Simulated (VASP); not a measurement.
# Sr4Al8Ge8H (a cell with a defect) in VASP: single point with PBEsol

Aim: the single point of Sr4Al8Ge8H (a cell with a defect) with PBEsol.

All numbers are computed with VASP 6.6.1; they aren't measurements. Logs are shortened: lines on timing, memory, paths and dates and some standing lists are left out, and cuts for length are marked.

**1. The cell of the first run**

The cell holds a defect, 21 atoms: a = 8.456 Å, b = 7.323 Å, c = 7.471 Å, α = 90.00°, β = 90.00°, γ = 90.00°.

**2. Single point, PBEsol**

File INCAR:

```
  PREC = Accurate
  ENCUT = 520
  EDIFF = 1E-6
  ISMEAR = 0
  SIGMA = 0.1
  LREAL = Auto
  LASPH = True
  NELM = 80
  ALGO = Normal
  ISIF = 2
  LWAVE = False
  LCHARG = False
  GGA = PS
  NBANDS = 104
```

File KPOINTS:

```
regular mesh
0
Gamma
  2 2 2
```

File POSCAR:

```
Sr4Al8Ge8H
1.0
   -4.2279640000     -7.3230480000      0.0000000000
    6.3419450000     -3.6615240000      0.0000000000
    0.0000000000      0.0000000000      7.4707450000
Sr Al Ge H
4 8 8 1
Direct
    0.7448784574      0.4999692211     -0.0000369441
    0.4994738489      0.0000281384     -0.0020532089
    0.2488042516      0.4990603701      0.0016711854
   -0.0002019050      0.0015082681      0.0078969367
    0.5040027956      0.6554755167      0.3754379249
    0.4988035977      0.3339618452      0.6229529987
    0.2302723370      0.1516263782      0.3829798768
    0.2452609480      0.8387917995      0.6198156944
    0.0021739294      0.6891234937      0.3821889249
   -0.0004399374      0.3353821203      0.6240282596
    0.7476910986      0.1647057879      0.3776809408
    0.7483765920      0.8362264714      0.6222509268
    0.4965354237      0.6695521478      0.7242308498
    0.4916317254      0.3210073938      0.2769035752
    0.2493680829      0.1691207157      0.7305619453
    0.2624813422      0.8254886577      0.2693074118
   -0.0023581370      0.6697937118      0.7300863568
   -0.0059303972      0.3449838329      0.2773810376
    0.7506720177      0.1677574098      0.7275631814
    0.7450378788      0.8319803042      0.2718431696
    1.0374203757     -0.0033415614      0.4357062114
```

Potentials or basis: VASP PAW PBE potentials, release 64 (Sr_sv, Al, Ge_d, H).

Run with:

```console
$ cat potpaw_PBE.64/Sr_sv/POTCAR potpaw_PBE.64/Al/POTCAR potpaw_PBE.64/Ge_d/POTCAR potpaw_PBE.64/H/POTCAR > POTCAR
$ mpirun -np 1 vasp_std > vasp.out
```

OUTCAR:

```text
PREC = Accurate
   ENCUT = 520
   EDIFF = 1E-6
   ISMEAR = 0
   LREAL = Auto
   LASPH = True
   NELM = 80
   ISIF = 2
   GGA = PS

 ion  position               nearest neighbor table
   1  0.745  0.500  1.000-  18 3.17  20 3.17  19 3.17  17 3.19  13 3.19  14 3.25   5 3.65   6 3.71
                            10 3.74  11 3.74  12 3.75   9 3.85   3 4.19   2 4.21   2 4.21   4 4.24
   2  0.499  0.000  0.998-  16 3.12  14 3.14  15 3.16  20 3.16  13 3.17  19 3.18  12 3.71   6 3.72
                            11 3.73   8 3.74   5 3.78   7 3.83   1 4.21   1 4.21   3 4.22   4 4.23
   3  0.249  0.499  0.002-  16 3.12  15 3.15  14 3.18  18 3.19  17 3.19  13 3.20   5 3.71  10 3.72
                             6 3.73   8 3.79   9 3.79   7 3.82   1 4.19   4 4.21   2 4.22   2 4.24
   4  1.000  0.002  0.008-  20 3.17  17 3.20  15 3.20  19 3.21  18 3.22  16 3.23   7 3.59   9 3.61
                            11 3.69   8 3.76  10 3.77  12 3.78   3 4.21   2 4.23   2 4.23   3 4.24
   5  0.504  0.655  0.375-  16 2.52  20 2.53  14 2.56  13 2.61   6 2.99  12 3.07   8 3.15   1 3.65
                             3 3.71   2 3.78
   6  0.499  0.334  0.623-  15 2.56  13 2.57  19 2.57  14 2.59   5 2.99  11 3.05   7 3.19   1 3.71
                             2 3.72   3 3.73
   7  0.230  0.152  0.383-  21 2.03  16 2.55  18 2.57  15 2.60  14 2.66   8 2.90  10 2.98   6 3.19
                             4 3.59   3 3.82   2 3.83
   8  0.245  0.839  0.620-  15 2.56  17 2.57  13 2.58  16 2.62   7 2.90   9 2.93   5 3.15   2 3.74
                             4 3.76   3 3.79
   9  0.002  0.689  0.382-  20 2.55  16 2.56  17 2.60  18 2.64   8 2.93  12 3.00  10 3.16   4 3.61
                             3 3.79   1 3.85
  10  1.000  0.335  0.624-  19 2.56  15 2.56  17 2.57  18 2.59   7 2.98  11 3.08   9 3.16   3 3.72
                             1 3.74   4 3.77
  11  0.748  0.165  0.378-  20 2.56  14 2.56  18 2.58  19 2.61  12 3.02   6 3.05  10 3.08   4 3.69
                             2 3.73   1 3.74
  12  0.748  0.836  0.622-  19 2.55  17 2.56  13 2.57  20 2.62   9 3.00  11 3.02   5 3.07   2 3.71
                             1 3.75   4 3.78
  13  0.497  0.670  0.724-  12 2.57   6 2.57   8 2.58   5 2.61   2 3.17   1 3.19   3 3.20
  14  0.492  0.321  0.277-   5 2.56  11 2.56   6 2.59   7 2.66   2 3.14   3 3.18   1 3.25
  15  0.249  0.169  0.731-   8 2.56   6 2.56  10 2.56   7 2.60   3 3.15   2 3.16   4 3.20
  16  0.262  0.825  0.269-   5 2.52   7 2.55   9 2.56   8 2.62   3 3.12   2 3.12   4 3.23
  17  0.998  0.670  0.730-  12 2.56   8 2.57  10 2.57   9 2.60   1 3.19   3 3.19   4 3.20
  18  0.994  0.345  0.277-   7 2.57  11 2.58  10 2.59   9 2.64   1 3.17   3 3.19   4 3.22
  19  0.751  0.168  0.728-  12 2.55  10 2.56   6 2.57  11 2.61   1 3.17   2 3.18   4 3.21
  20  0.745  0.832  0.272-   5 2.53   9 2.55  11 2.56  12 2.62   2 3.16   1 3.17   4 3.17
  21  0.037  0.997  0.436-   7 2.03

  LATTYP: Found a simple orthorhombic cell.
 ALAT       =     7.3230474794
 B/A-ratio  =     1.0201688602
 C/A-ratio  =     1.1547006386

  Lattice vectors:

 A1 = (   6.3419450000,  -3.6615240000,   0.0000000000)
 A2 = (   0.0000000000,   0.0000000000,   7.4707450000)
 A3 = (  -4.2279640000,  -7.3230480000,   0.0000000000)

Analysis of symmetry for initial positions (statically):
=====================================================================
 Subroutine PRICEL returns:
 Original cell was already a primitive cell.

 Routine SETGRP: Setting up the symmetry group for a
 simple orthorhombic supercell.

 Subroutine GETGRP returns: Found  1 space group operations
 (whereof  1 operations were pure point group operations)
 out of a pool of  8 trial point group operations.

The static configuration has the point symmetry C_1 .

Analysis of symmetry for dynamics (positions and initial velocities):
=====================================================================
 Subroutine PRICEL returns:
 Original cell was already a primitive cell.

 Routine SETGRP: Setting up the symmetry group for a
 simple orthorhombic supercell.

 Subroutine GETGRP returns: Found  1 space group operations
 (whereof  1 operations were pure point group operations)
 out of a pool of  8 trial point group operations.

The dynamic configuration has the point symmetry C_1 .

 Subroutine INISYM returns: Found  1 space group operations
 (whereof  1 operations are pure point group operations),
 and found     1 'primitive' translations

----------------------------------------------------------------------------------------

                                     Primitive cell

  volume of cell :     462.6121

  direct lattice vectors                    reciprocal lattice vectors
    -4.227964000 -7.323048000  0.000000000    -0.059130123 -0.102416367  0.000000000
[... 57 lines left out ...]
Automatic generation of k-mesh.
 Grid dimensions read from file:
 generate k-points for:    2    2    2

 Generating k-lattice:

  Cartesian coordinates                     Fractional coordinates (reciprocal lattice)
    -0.029565061 -0.051208183  0.000000000     0.500000000  0.000000000  0.000000000
     0.059130123 -0.034138794  0.000000000     0.000000000  0.500000000  0.000000000
     0.000000000  0.000000000  0.066927729     0.000000000  0.000000000  0.500000000

  Length of vectors
     0.059130118  0.068277585  0.066927729

  Shift w.r.t. Gamma in fractional coordinates (k-lattice)
     0.000000000  0.000000000  0.000000000

 Subroutine IBZKPT returns following result:
 ===========================================

 Found      8 irreducible k-points:

 Following reciprocal coordinates:
            Coordinates               Weight
  0.000000  0.000000  0.000000      1.000000
  0.500000  0.000000  0.000000      1.000000
  0.000000  0.500000  0.000000      1.000000
  0.500000  0.500000  0.000000      1.000000
  0.000000  0.000000  0.500000      1.000000
  0.500000  0.000000  0.500000      1.000000
  0.000000  0.500000  0.500000      1.000000
  0.500000  0.500000  0.500000      1.000000
   k-points           NKPTS =      8   k-points in BZ     NKDIM =      8   number of bands    NBANDS=    104
   number of dos      NEDOS =    301   number of ions     NIONS =     21
   total plane-waves  NPLWV = 193536
   dimension x,y,z NGX =    64 NGY =   54 NGZ =   56
   dimension x,y,z NGXF=   128 NGYF=  108 NGZF=  112
   ions per type =               4   8   8   1
   NGX,Y,Z   is equivalent  to a cutoff of  12.58, 12.26, 12.46 a.u.
   NGXF,Y,Z  is equivalent  to a cutoff of  25.17, 24.52, 24.92 a.u.
 SYSTEM =  unknown system
   PREC   = accura    normal or accurate (medium, high low for compatibility)
   ISTART =      0    job   : 0-new  1-cont  2-samecut
   ICHARG =      2    charge: 1-file 2-atom 10-const
   ISPIN  =      1    spin polarized calculation?
   LNONCOLLINEAR =      F non collinear calculations
   LSORBIT =      F    spin-orbit coupling
   LASPH  =      T    aspherical Exc in radial PAW
   ENCUT  =  520.0 eV  38.22 Ry    6.18 a.u.  15.72 13.62 13.89*2*pi/ulx,y,z
   NELM   =     80;   NELMIN=  2; NELMDL= -5     # of ELM steps
   EDIFF  = 0.1E-05   stopping-criterion for ELM
   LREAL  =      T    real-space projection
   EDIFFG = 0.1E-04   stopping-criterion for IOM
   NSW    =      0    number of steps for IOM
[... 5 lines left out ...]
   TEBEG  =    0.0;   TEEND  =   0.0 temperature during run
   PSTRESS=    0.0 pullay stress
   NELECT =     177.0000    total number of electrons
   NUPDOWN=      -1.0000    fix difference up-down
   EMIN   =  10.00;   EMAX   =-10.00  energy-range for DOS
   EFERMI =   0.00;   METHOD = LEGACY
   ISMEAR =     0;   SIGMA  =   0.10  broadening in eV -4-tet -1-fermi 0-gaus
   EFERMI_NEDOS =   21; number of points for ismear=-14 and -15
   IALGO  =     38    algorithm
   IMIX   =      4    mixing-type and parameters
     AMIX     =   0.40;   BMIX     =  1.00
     AMIX_MAG =   1.60;   BMIX_MAG =  1.00
  volume/ion in A,a.u.               =      22.03       148.66
  Fermi-wavevector in a.u.,A,eV,Ry     =   1.188485  2.245910 19.218172  1.412496
  Thomas-Fermi vector in A             =   2.324613
   LORBIT       =      0    0 simple, 1 ext, 2 COOP (PROOUT), +10 PAW based schemes
   GGA     = PS    functional components
   LHFCALC =     F    Hartree Fock is set to
   AEXX    =    0.0000 exact exchange contribution
   IVDW    =     0    specifies the selected vdW correction
   LEPSILON=     F    determine dielectric tensor
   LRPA    =     F    only Hartree local field effects (RPA)
 non-spin polarized calculation
 Gauss-broadening in eV      SIGMA  =   0.10
  energy-cutoff  :      520.00
  volume of cell :      462.61
 maximum number of plane-waves:     12488
 NGX is ok and might be reduce to    64
   NGX = 31   NGY = 27   NGZ = 27

 number of electron     176.9999995 magnetization

 Free energy of the ion-electron system (eV)
  ---------------------------------------------------
  ext. energy  EPLUGINS =         0.00000000
  ---------------------------------------------------
  free energy    TOTEN  =       -89.88872199 eV

  energy without entropy =      -89.87410531  energy(sigma->0) =      -89.88141365

 E-fermi :   4.6758     XC(G=0):  -9.7638

 val. band max:        4.5970000479   @ k =   0.0000   0.0000   0.0000
 cond. band min:       4.7408549216   @ k =   0.0000   0.5000   0.0000
 fundamental gap:      0.1438548738
 Fermi energy:         4.6758045609

 k-point     1 :       0.0000    0.0000    0.0000
  band No.  band energies     occupation
      1     -30.5463      2.00000
      2     -30.5305      2.00000
      3     -30.5081      2.00000
      4     -30.4787      2.00000
      5     -19.0911      2.00000
      6     -19.0902      2.00000
[... 813 lines left out ...]
     99       6.8354      0.00000
    100       6.8667      0.00000
 [bands above 100 left out]

------------------------ aborting loop because EDIFF is reached ----------------------------------------

  FORCE on cell =-STRESS in cart. coord.  units (eV):
  Direction    XX          YY          ZZ          XY          YZ          ZX
  --------------------------------------------------------------------------------------
  -------------------------------------------------------------------------------------
  Total       -0.7307205      0.0871014     -6.3984025      2.6650950     -0.5587871      0.2643121
  in kB       -2.5307243      0.3016608    -22.1597633      9.2300967     -1.9352626      0.9153994
  external PRESSURE =      -8.1296090 kB  Pullay stress =       0.0000000 kB

 VOLUME and BASIS-vectors are now :
 -----------------------------------------------------------------------------
  energy-cutoff  :      520.00
  volume of cell :      462.61
      direct lattice vectors                 reciprocal lattice vectors
    -4.227964000 -7.323048000  0.000000000    -0.059130123 -0.102416367  0.000000000
     6.341945000 -3.661524000  0.000000000     0.118260245 -0.068277589  0.000000000
     0.000000000  0.000000000  7.470745000     0.000000000  0.000000000  0.133855459

 POSITION                                       TOTAL-FORCE (eV/Angst)
 -----------------------------------------------------------------------------------
      0.02146     -7.28543      7.47047        -0.002948     -0.003492      0.005019
     -2.11158     -3.65777      7.45541        -0.000369      0.003095     -0.000073
      2.11308     -3.64933      0.01248         0.002266      0.009241      0.010074
     -4.21754     -7.32709      0.05900         0.003305     -0.001278      0.039009
      2.02608     -6.09088      2.80480        -0.011048      0.006399      0.005452
      0.00904     -4.87557      4.65392        -0.008746      0.019403      0.003030
[... 13 lines left out ...]
      2.12638     -8.50226      2.03087         0.009307      0.020495      0.017262
      6.16254     -3.92332      3.25505         0.032029      0.047756     -0.210411
 -----------------------------------------------------------------------------------
    total drift:                                0.003968     -0.005997      0.004058

  FREE ENERGIE OF THE ION-ELECTRON SYSTEM (eV)
  ---------------------------------------------------
  free  energy   TOTEN  =       -89.8887219919 eV

  energy  without entropy=      -89.8741053063  energy(sigma->0) =      -89.88141365
```

It took 6.1 min on 1 thread of Intel Xeon 6975P-C (Granite Rapids), shared host; peak memory 0.59 GiB.

Results:

```
Free energy            : -89.8887 eV
Pressure               : -0.8 GPa
Largest force          : 0.218 eV/Å
Band gap on the k mesh : zero (an odd number of electrons rules out a gap without spin polarisation)
```

Forces on the atoms (eV/Å):
```
Sr  -0.003 -0.003  0.005
Sr   0.000  0.003  0.000
Sr   0.002  0.009  0.010
Sr   0.003 -0.001  0.039
Al  -0.011  0.006  0.005
Al  -0.009  0.019  0.003
Al  -0.001 -0.009  0.001
Al  -0.064 -0.038  0.031
Al   0.039 -0.022  0.024
Al   0.026 -0.010  0.012
Al  -0.001  0.001  0.011
Al   0.002 -0.011  0.005
Ge  -0.033 -0.008  0.008
Ge  -0.003  0.004  0.013
Ge  -0.003  0.024 -0.020
Ge  -0.003 -0.009  0.031
Ge   0.001 -0.017 -0.006
Ge   0.017 -0.007  0.030
Ge  -0.001  0.001 -0.008
Ge   0.009  0.020  0.017
H    0.032  0.048 -0.210
```

Levels at points of the mesh, in eV from the Fermi level:
| k point | band 85 | band 86 | band 87 | band 88 | band 89 | band 90 | band 91 | band 92 | band 93 | band 94 |
| --- | --- | --- | --- | --- | --- | --- | --- | --- | --- | --- |
| (0.00, 0.00, 0.00) | -1.01 | -0.70 | -0.08 | 0.46 | 0.49 | 0.66 | 0.97 | 1.32 | 2.09 | 2.19 |
| (0.50, 0.00, 0.00) | -0.81 | -0.66 | -0.16 | -0.13 | 0.11 | 1.57 | 1.64 | 1.87 | 1.93 | 2.13 |
| (0.00, 0.50, 0.00) | -1.03 | -0.61 | -0.57 | -0.50 | -0.40 | 0.07 | 0.48 | 0.74 | 1.63 | 2.16 |
| (0.50, 0.50, 0.00) | -0.86 | -0.76 | -0.73 | -0.72 | -0.17 | 1.28 | 1.41 | 1.43 | 2.05 | 2.32 |
| (0.00, 0.00, 0.50) | -0.78 | -0.73 | -0.55 | -0.17 | -0.13 | 0.34 | 0.66 | 1.22 | 1.30 | 1.50 |
| (0.50, 0.00, 0.50) | -1.38 | -1.34 | -0.67 | -0.58 | 0.22 | 1.41 | 1.49 | 1.57 | 1.64 | 1.69 |
| (0.00, 0.50, 0.50) | -0.77 | -0.64 | -0.62 | -0.40 | -0.28 | 0.61 | 0.65 | 0.67 | 0.89 | 1.01 |
| (0.50, 0.50, 0.50) | -1.09 | -1.08 | -1.02 | -0.99 | -0.26 | 1.26 | 1.33 | 1.35 | 1.41 | 1.75 |

Caveat: the k points lie up to 0.43 Å⁻¹ apart, too coarse for converged energies and pressures of a metal; the PAW data sets were made with another functional, which shifts forces and pressure a little; an odd number of electrons without spin polarisation forces a metal; a magnetic or distorted state may lie lower.

The gap in the log of VASP goes by the Fermi energy; the results here count the filled bands.